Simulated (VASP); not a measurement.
**Ru: relaxation of cell and atoms with revPBE+D3(BJ)**

Ru:

```
CELL_PARAMETERS angstrom
2.70580 0.00000 0.00000
-1.35290 2.34329 0.00000
0.00000 0.00000 4.28190
ATOMIC_POSITIONS crystal
Ru 0.33333 0.66667 0.25000
Ru 0.66667 0.33333 0.75000
```

```yaml
Program: VASP 6.6.1
Task: relaxation of cell and atoms
Functional: revPBE
Dispersion: D3(BJ)
Potentials_or_basis: VASP PAW PBE potentials, release 64 (Ru_pv)
Cutoff: 600 eV
k_mesh: 10 × 10 × 6
Occupations: fermi-dirac, width 0.1 eV
Spin: no spin polarisation
Dipole_correction: no
Further_INCAR_settings: ALGO = Normal; EDIFF = 1e-06; IBRION = 2; EDIFFG = -0.02; NSW = 80; ISIF = 3
```

```yaml
Relaxed_volume: 13.30 Å³/atom
Relaxed_cell: a = 2.692 Å, b = 2.692 Å, c = 4.236 Å, α = 90.00°, β = 90.00°, γ = 120.00°
Space_group_after_relaxing_to_0.1_Å: P6_3/mmc (No. 194)
Energy_gained_by_relaxing: 6.4 meV/atom
Ionic_steps: 7
Pressure_after_relaxing: 0.2 GPa
Band_gap_on_the_k_mesh: zero (bands 14 and 15 overlap by 3.31 eV)
Dispersion_energy_per_atom: -1.207 eV
```

The path:
```csv
step,energy change (eV),largest force (eV/Å),pressure (GPa),volume (Å³)
1,0.0000,0.0000,-6.68,27.15
2,0.1093,0.0000,25.22,24.99
3,-0.0125,0.0000,-0.05,26.61
4,-0.0125,0.0000,0.12,26.59
5,-0.0125,0.0000,0.26,26.58
6,-0.0126,0.0000,0.03,26.60
7,-0.0127,0.0000,0.15,26.59
```

Final structure:
```cif
data_structure
_symmetry_space_group_name_H-M 'P 1'
_symmetry_Int_Tables_number 1
_cell_length_a 2.6925
_cell_length_b 2.6925
_cell_length_c 4.2359
_cell_angle_alpha 90.000
_cell_angle_beta 90.000
_cell_angle_gamma 120.000
_cell_volume 26.59
loop_
_atom_site_label
_atom_site_type_symbol
_atom_site_fract_x
_atom_site_fract_y
_atom_site_fract_z
_atom_site_occupancy
Ru1 Ru 0.33333 0.66667 0.25000 1
Ru2 Ru 0.66667 0.33333 0.75000 1
```

Levels at points of the mesh, in eV from the Fermi level:
```
           k point  band 11  band 12  band 13  band 14  band 15  band 16  band 17  band 18
(0.00, 0.00, 0.00)    -2.45    -1.97    -1.97    -1.48    -1.48     1.21     1.21     1.39
(0.50, 0.00, 0.00)    -2.10    -1.85    -1.54     1.43     1.87     2.00     4.16     6.27
(0.00, 0.00, 0.50)    -2.87    -2.87    -2.75    -2.75     0.56     0.56     0.56     0.56
(0.50, 0.00, 0.50)    -1.12    -1.12     0.45     0.45     1.70     1.70     3.47     3.47
```

Wall time 120 s on 1 thread of Intel Xeon 8259CL (shared host), peak memory 0.19 GiB.

Caveat: the PAW data sets were made with another functional, which shifts forces and pressure a little.
